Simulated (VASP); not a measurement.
Write the native input for VASP 6.6.1 that does the following.

- Task: single point
- Functional: RPBE
- Potentials or basis: VASP PAW PBE potentials, release 64 (W_sv, Au)
- Cutoff: 520 eV
- k mesh: 8 × 8 × 8
- Occupations: fermi-dirac, width 0.05 eV
- Spin: no spin polarisation
- Dipole correction: no
- Further INCAR settings: ALGO = Normal; EDIFF = 1e-06; NBANDS = 20

The structure of WAu lies in POSCAR:

```
WAu
1.0
    0.0000000000      2.7479792600      2.7479792600
    2.7479792600      0.0000000000      2.7479792600
    2.7479792600      2.7479792600      0.0000000000
W Au
1 1
Direct
    0.0000000000      0.0000000000      0.0000000000
    0.7500000000      0.7500000000      0.7500000000
```

These files were run (other wordings do the same):

INCAR

```
PREC     = Accurate       # precision mode
ENCUT    = 520            # plane-wave cutoff, eV
EDIFF    = 1E-6           # SCF threshold, eV
ISMEAR   = -1             # smearing method
SIGMA    = 0.05           # smearing width, eV
LREAL    = F              # projectors in reciprocal space
LASPH    = T              # aspherical terms in the spheres
NELM     = 80             # most SCF steps
ALGO     = Normal         # electronic algorithm
ISIF     = 2              # what is computed and relaxed
LWAVE    = F              # write WAVECAR
LCHARG   = F              # write CHGCAR
GGA      = RP             # functional
NBANDS   = 20             # bands
```

KPOINTS

```
regular mesh
0
Gamma
  8 8 8
```

Potentials or basis: VASP PAW PBE potentials, release 64 (W_sv, Au).

Launch:

```console
$ cat potpaw_PBE.64/W_sv/POTCAR potpaw_PBE.64/Au/POTCAR > POTCAR
$ mpirun -np 1 vasp_std > vasp.out
```

It gave:

```yaml
Pressure: 35.9 GPa
```

Caveat: the PAW data sets were made with another functional, which shifts forces and pressure a little.

Wall time 40 s on 1 thread of Intel Xeon 8259CL, on a shared host, peak memory 0.18 GiB.
